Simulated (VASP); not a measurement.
# K (R-3m) in VASP: single point with PBEsol

Aim: the single point of K with PBEsol.

Everything below comes from runs of VASP 6.6.1. Logs are shortened: lines on timing, memory, paths and dates and some standing lists are left out, and cuts for length are marked.

## 1. The cell of the first run

The structure is trigonal, space group R-3m (No. 166). Conventional cell: a = 7.331 Å, b = 7.331 Å, c = 4.625 Å, α = 90.00°, β = 90.00°, γ = 120.00°.

## 2. Single point, PBEsol (equal xy, yz and zx shear strains of +2 %)

The input, INCAR:

```
PREC = Accurate
ENCUT = 520
EDIFF = 1E-6
ISMEAR = -1
SIGMA = 0.08
LREAL = F
LASPH = T
NELM = 100
ALGO = Normal
ISIF = 2
LWAVE = F
LCHARG = F
GGA = PS
NBANDS = 10
```

The input, KPOINTS:

```
Automatic mesh
0
Gamma
  10 10 10
```

The input, POSCAR:

```
K
1.0
   -2.5656400000      2.6180000000      2.6180000000
    2.6180000000     -2.5656400000      2.6180000000
    2.6180000000      2.6180000000     -2.5656400000
K
1
Direct
    0.0000000000      0.0000000000      0.0000000000
```

Potentials or basis: VASP PAW PBE potentials, release 64 (K_sv).

Run with:

```
$ cat potpaw_PBE.64/K_sv/POTCAR > POTCAR
$ mpirun -np 1 vasp_std > vasp.out
```

OUTCAR:

```text
PREC = Accurate
   ENCUT = 520
   EDIFF = 1E-6
   ISMEAR = -1
   LREAL = F
   LASPH = T
   NELM = 100
   ISIF = 2
   GGA = PS

 ion  position               nearest neighbor table
   1  0.000  0.000  0.000-

  LATTYP: Found a trigonal (rhomboedric) cell.
 ALAT       =     4.5044818359
 COS(alpha) =    -0.3242805026

  Lattice vectors:

 A1 = (  -2.5656400000,   2.6180000000,   2.6180000000)
 A2 = (   2.6180000000,  -2.5656400000,   2.6180000000)
 A3 = (   2.6180000000,   2.6180000000,  -2.5656400000)

Analysis of symmetry for initial positions (statically):
=====================================================================
 Subroutine PRICEL returns:
 Original cell was already a primitive cell.

 Routine SETGRP: Setting up the symmetry group for a
 trigonal (rhombohedral) supercell.

 Subroutine GETGRP returns: Found 12 space group operations
 (whereof 12 operations were pure point group operations)
 out of a pool of 12 trial point group operations.

The static configuration has the point symmetry D_3d.

Analysis of symmetry for dynamics (positions and initial velocities):
=====================================================================
 Subroutine PRICEL returns:
 Original cell was already a primitive cell.

 Routine SETGRP: Setting up the symmetry group for a
 trigonal (rhombohedral) supercell.

 Subroutine GETGRP returns: Found 12 space group operations
 (whereof 12 operations were pure point group operations)
 out of a pool of 12 trial point group operations.

The dynamic configuration has the point symmetry D_3d.

 Subroutine INISYM returns: Found 12 space group operations
 (whereof 12 operations are pure point group operations),
 and found     1 'primitive' translations

----------------------------------------------------------------------------------------

                                     Primitive cell

  volume of cell :      71.7529

  direct lattice vectors                    reciprocal lattice vectors
    -2.565640000  2.618000000  2.618000000    -0.003782640  0.189131992  0.189131992
     2.618000000 -2.565640000  2.618000000     0.189131992 -0.003782640  0.189131992
     2.618000000  2.618000000 -2.565640000     0.189131992  0.189131992 -0.003782640

  length of vectors
     4.504481836  4.504481836  4.504481836     0.267499774  0.267499774  0.267499774

  position of ions in fractional coordinates (direct lattice)
     0.000000000  0.000000000  0.000000000

  ion indices of the primitive-cell ions
   primitive index   ion index
                 1           1

----------------------------------------------------------------------------------------

 KPOINTS: Automatic mesh

Automatic generation of k-mesh.
 Grid dimensions read from file:
 generate k-points for:   10   10   10

 Generating k-lattice:

  Cartesian coordinates                     Fractional coordinates (reciprocal lattice)
    -0.000378264  0.018913199  0.018913199     0.100000000  0.000000000  0.000000000
     0.018913199 -0.000378264  0.018913199     0.000000000  0.100000000  0.000000000
     0.018913199  0.018913199 -0.000378264     0.000000000  0.000000000  0.100000000

  Length of vectors
     0.026749977  0.026749977  0.026749977

  Shift w.r.t. Gamma in fractional coordinates (k-lattice)
     0.000000000  0.000000000  0.000000000

 Subroutine IBZKPT returns following result:
 ===========================================

 Found    116 irreducible k-points:

 Following reciprocal coordinates:
            Coordinates               Weight
  0.000000  0.000000  0.000000      1.000000
  0.100000  0.000000  0.000000      6.000000
  0.200000  0.000000  0.000000      6.000000
  0.300000 -0.000000 -0.000000      6.000000
  0.400000  0.000000  0.000000      6.000000
  0.500000  0.000000  0.000000      3.000000
[... 16 lines left out ...]
  0.300000  0.300000 -0.000000      6.000000
  0.400000  0.300000 -0.000000     12.000000
 [... further k-points ...]
   k-points           NKPTS =    116   k-points in BZ     NKDIM =    116   number of bands    NBANDS=     10
   number of dos      NEDOS =    301   number of ions     NIONS =      1
   total plane-waves  NPLWV =  46656
   dimension x,y,z NGX =    36 NGY =   36 NGZ =   36
   dimension x,y,z NGXF=    72 NGYF=   72 NGZF=   72
   ions per type =               1
   NGX,Y,Z   is equivalent  to a cutoff of  13.29, 13.29, 13.29 a.u.
   NGXF,Y,Z  is equivalent  to a cutoff of  26.57, 26.57, 26.57 a.u.
 SYSTEM =  unknown system
   PREC   = accura    normal or accurate (medium, high low for compatibility)
   ISTART =      0    job   : 0-new  1-cont  2-samecut
   ICHARG =      2    charge: 1-file 2-atom 10-const
   ISPIN  =      1    spin polarized calculation?
   LNONCOLLINEAR =      F non collinear calculations
   LSORBIT =      F    spin-orbit coupling
   LASPH  =      T    aspherical Exc in radial PAW
   ENCUT  =  520.0 eV  38.22 Ry    6.18 a.u.   8.38  8.38  8.38*2*pi/ulx,y,z
   NELM   =    100;   NELMIN=  2; NELMDL= -5     # of ELM steps
   EDIFF  = 0.1E-05   stopping-criterion for ELM
   LREAL  =      F    real-space projection
   EDIFFG = 0.1E-04   stopping-criterion for IOM
   NSW    =      0    number of steps for IOM
   IBRION =     -1    ionic relax: 0-MD 1-quasi-New 2-CG
   NFREE  =      0    steps in history (QN), initial steepest desc. (CG)
   ISIF   =      2    stress and relaxation
   ISYM   =      2    0-nonsym 1-usesym 2-fastsym
   POTIM  = 0.5000    time-step for ionic-motion
   TEBEG  =    0.0;   TEEND  =   0.0 temperature during run
   PSTRESS=    0.0 pullay stress
   NELECT =       9.0000    total number of electrons
   NUPDOWN=      -1.0000    fix difference up-down
   EMIN   =  10.00;   EMAX   =-10.00  energy-range for DOS
   EFERMI =   0.00;   METHOD = LEGACY
   ISMEAR =    -1;   SIGMA  =   0.08  broadening in eV -4-tet -1-fermi 0-gaus
   EFERMI_NEDOS =   21; number of points for ismear=-14 and -15
   IALGO  =     38    algorithm
   IMIX   =      4    mixing-type and parameters
     AMIX     =   0.40;   BMIX     =  1.00
     AMIX_MAG =   1.60;   BMIX_MAG =  1.00
  volume/ion in A,a.u.               =      71.75       484.21
  Fermi-wavevector in a.u.,A,eV,Ry     =   0.819488  1.548607  9.137133  0.671560
  Thomas-Fermi vector in A             =   1.930302
   LORBIT       =      0    0 simple, 1 ext, 2 COOP (PROOUT), +10 PAW based schemes
   GGA     = PS    functional components
   LHFCALC =     F    Hartree Fock is set to
   AEXX    =    0.0000 exact exchange contribution
   IVDW    =     0    specifies the selected vdW correction
   LEPSILON=     F    determine dielectric tensor
   LRPA    =     F    only Hartree local field effects (RPA)
 non-spin polarized calculation
  energy-cutoff  :      520.00
  volume of cell :       71.75
 maximum number of plane-waves:      1952
 NGX is ok and might be reduce to    36
   NGX = 17   NGY = 17   NGZ = 17

 number of electron       9.0000000 magnetization

 Free energy of the ion-electron system (eV)
  ---------------------------------------------------
  ext. energy  EPLUGINS =         0.00000000
  ---------------------------------------------------
  free energy    TOTEN  =        -1.13931316 eV

  energy without entropy =       -1.12123943  energy(sigma->0) =       -1.13027629

 E-fermi :  -0.1149     XC(G=0):  -5.7582

 val. band max:       -0.1209850002   @ k =   0.5000   0.2000   0.0000
 cond. band min:      -0.1070668300   @ k =  -0.4000   0.3000   0.3000
 fundamental gap:      0.0139181702
 Fermi energy:        -0.1149494879

 k-point     1 :       0.0000    0.0000    0.0000
  band No.  band energies     occupation
      1     -32.0922      2.00000
      2     -15.6007      2.00000
      3     -15.5998      2.00000
      4     -15.5998      2.00000
      5      -2.3074      2.00000
      6       4.1502      0.00000
      7       4.1502      0.00000
      8       4.2964      0.00000
      9       5.1546      0.00000
     10       5.1546      0.00000

 k-point     2 :       0.1000    0.0000    0.0000
  band No.  band energies     occupation
      1     -32.0918      2.00000
      2     -15.6074      2.00000
      3     -15.6023      2.00000
      4     -15.5999      2.00000
      5      -2.1832      2.00000
      6       3.9477      0.00000
      7       4.0011      0.00000
      8       4.3623      0.00000
      9       4.9984      0.00000
     10       5.1287      0.00000

 k-point     3 :       0.2000    0.0000    0.0000
  band No.  band energies     occupation
      1     -32.0907      2.00000
      2     -15.6258      2.00000
      3     -15.6079      2.00000
      4     -15.5999      2.00000
      5      -1.8184      2.00000
      6       3.2238      0.00000
      7       3.6767      0.00000
      8       4.6514      0.00000
      9       4.9844      0.00000
     10       5.1105      0.00000

 k-point     4 :       0.3000   -0.0000   -0.0000
  band No.  band energies     occupation
      1     -32.0893      2.00000
      2     -15.6482      2.00000
      3     -15.6149      2.00000
      4     -15.6000      2.00000
      5      -1.2374      2.00000
      6       2.3098      0.00000
      7       3.3570      0.00000
      8       5.0520      0.00000
      9       5.1327      0.00000
     10       5.1914      0.00000

 k-point     5 :       0.4000    0.0000    0.0000
  band No.  band energies     occupation
      1     -32.0882      2.00000
      2     -15.6663      2.00000
      3     -15.6204      2.00000
      4     -15.6001      2.00000
      5      -0.4814      1.97971
      6       1.3633      0.00000
      7       3.1394      0.00000
      8       4.9628      0.00000
      9       5.4224      0.00000
     10       5.7778      0.00000

 k-point     6 :       0.5000    0.0000    0.0000
  band No.  band energies     occupation
      1     -32.0878      2.00000
      2     -15.6731      2.00000
      3     -15.6226      2.00000
      4     -15.6001      2.00000
      5       0.2870      0.01307
      6       0.5346      0.00060
      7       3.0633      0.00000
      8       4.8681      0.00000
      9       5.7322      0.00000
     10       5.9636      0.00000

 k-point     7 :       0.1000    0.1000   -0.0000
  band No.  band energies     occupation
      1     -32.0911      2.00000
      2     -15.6181      2.00000
      3     -15.6056      2.00000
      4     -15.6018      2.00000
      5      -1.9435      2.00000
      6       3.5213      0.00000
      7       3.6739      0.00000
      8       4.5602      0.00000
      9       4.8436      0.00000
     10       5.2795      0.00000

 k-point     8 :       0.2000    0.1000    0.0000
  band No.  band energies     occupation
      1     -32.0899      2.00000
      2     -15.6361      2.00000
      3     -15.6131      2.00000
      4     -15.6027      2.00000
      5      -1.4746      2.00000
      6       2.7793      0.00000
      7       3.3066      0.00000
      8       4.8358      0.00000
      9       4.8929      0.00000
     10       5.4242      0.00000

 k-point     9 :       0.3000    0.1000    0.0000
  band No.  band energies     occupation
      1     -32.0886      2.00000
      2     -15.6552      2.00000
      3     -15.6206      2.00000
      4     -15.6030      2.00000
      5      -0.8077      1.99965
      6       1.8951      0.00000
      7       3.0434      0.00000
      8       4.8299      0.00000
      9       5.3127      0.00000
     10       5.5595      0.00000
[... 118 lines left out ...]
 k-point    19 :       0.5000    0.2000    0.0000
  band No.  band energies     occupation
      1     -32.0876      2.00000
      2     -15.6647      2.00000
      3     -15.6279      2.00000
      4     -15.6067      2.00000
      5      -0.1210      1.03770
      6       1.5191      0.00000
      7       2.4856      0.00000
      8       4.6730      0.00000
      9       5.1517      0.00000
     10       5.6953      0.00000

 k-point    20 :      -0.4000    0.2000    0.0000
  band No.  band energies     occupation
      1     -32.0884      2.00000
      2     -15.6568      2.00000
      3     -15.6195      2.00000
      4     -15.6050      2.00000
      5      -0.8642      1.99983
      6       2.2866      0.00000
      7       2.8116      0.00000
      8       4.8704      0.00000
      9       4.9341      0.00000
     10       5.5521      0.00000

 k-point    21 :      -0.3000    0.2000   -0.0000
  band No.  band energies     occupation
      1     -32.0895      2.00000
      2     -15.6422      2.00000
      3     -15.6134      2.00000
      4     -15.6020      2.00000
      5      -1.4363      2.00000
      6       2.8728      0.00000
      7       3.3212      0.00000
      8       4.7485      0.00000
      9       4.8450      0.00000
     10       5.3123      0.00000

 k-point    22 :      -0.2000    0.2000    0.0000
  band No.  band energies     occupation
      1     -32.0904      2.00000
      2     -15.6273      2.00000
      3     -15.6097      2.00000
      4     -15.6001      2.00000
      5      -1.7985      2.00000
      6       3.3545      0.00000
      7       3.7107      0.00000
      8       4.5508      0.00000
      9       4.8461      0.00000
     10       5.0688      0.00000

 k-point    23 :       0.3000    0.3000   -0.0000
  band No.  band energies     occupation
      1     -32.0872      2.00000
      2     -15.6527      2.00000
      3     -15.6465      2.00000
      4     -15.6087      2.00000
      5       0.5649      0.00041
      6       1.3483      0.00000
      7       1.7586      0.00000
      8       4.5708      0.00000
      9       5.1782      0.00000
     10       5.5380      0.00000

 k-point    24 :       0.4000    0.3000   -0.0000
  band No.  band energies     occupation
      1     -32.0870      2.00000
      2     -15.6607      2.00000
      3     -15.6415      2.00000
      4     -15.6082      2.00000
      5       0.6667      0.00011
      6       1.2842      0.00000
      7       1.7394      0.00000
      8       4.5587      0.00000
      9       5.2126      0.00000
     10       5.4961      0.00000

 [... further k-points ...]
[... 5 lines left out ...]
  --------------------------------------------------------------------------------------
  -------------------------------------------------------------------------------------
  Total       -0.0189391     -0.0189391     -0.0189391     -0.0228557     -0.0228557     -0.0228557
  in kB       -0.4228932     -0.4228932     -0.4228932     -0.5103477     -0.5103477     -0.5103477
  external PRESSURE =      -0.4228932 kB  Pullay stress =       0.0000000 kB

 VOLUME and BASIS-vectors are now :
 -----------------------------------------------------------------------------
  energy-cutoff  :      520.00
  volume of cell :       71.75
      direct lattice vectors                 reciprocal lattice vectors
    -2.565640000  2.618000000  2.618000000    -0.003782640  0.189131992  0.189131992
     2.618000000 -2.565640000  2.618000000     0.189131992 -0.003782640  0.189131992
     2.618000000  2.618000000 -2.565640000     0.189131992  0.189131992 -0.003782640

 POSITION                                       TOTAL-FORCE (eV/Angst)
 -----------------------------------------------------------------------------------
      0.00000      0.00000      0.00000         0.000000      0.000000      0.000000
 -----------------------------------------------------------------------------------
    total drift:                               -0.000000      0.000000      0.000000

  FREE ENERGIE OF THE ION-ELECTRON SYSTEM (eV)
  ---------------------------------------------------
  free  energy   TOTEN  =        -1.1393131562 eV

  energy  without entropy=       -1.1212394319  energy(sigma->0) =       -1.13027629
```

Wall time 1.7 min (1 thread of AMD EPYC 7R13, shared host); peak memory 0.24 GiB.

Results:

```
Free energy            : -1.1393 eV
Pressure               : 0.0 GPa
Band gap on the k mesh : zero (an odd number of electrons rules out a gap without spin polarisation)
```

Caveat: the cell differs from its parent crystal (equal xy, yz and zx shear strains of +2 %); the PAW data sets were made with another functional, which shifts forces and pressure a little.
